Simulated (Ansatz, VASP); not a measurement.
# Two plane-wave programs on NaH

```
CELL_PARAMETERS angstrom
0.00000 2.39568 2.39568
2.39568 0.00000 2.39568
2.39568 2.39568 0.00000
ATOMIC_POSITIONS crystal
Na 0.00000 0.00000 0.00000
H 0.50000 0.50000 0.50000
```

Alike in both runs: functional PBEsol; k mesh 12 × 12 × 12; occupations fermi-dirac, width 0.05 eV; no spin polarisation.

Ansatz relaxed the structure, and its values are those at the end. VASP's run is a single point on that final structure, the one shown.

```csv
,VASP,Ansatz
version,VASP 6.6.1,Ansatz 0.2.0
potentials or method,"VASP PAW PBE potentials, release 64 (Na_pv, H)","PAW with Ansatz's default frozen-core files, scalar-relativistic"
plane-wave cutoff (eV),520,420
valence electrons in the cell,8,10
```

```tsv
	VASP	Ansatz	Ansatz less VASP
pressure (GPa)	0.0	0.0	+0.02
```

VASP's potentials were made for PBE, not for PBEsol. VASP's potentials hold 8 valence electrons a cell and Ansatz's 10, so a difference there can come from the potentials and not from the codes.
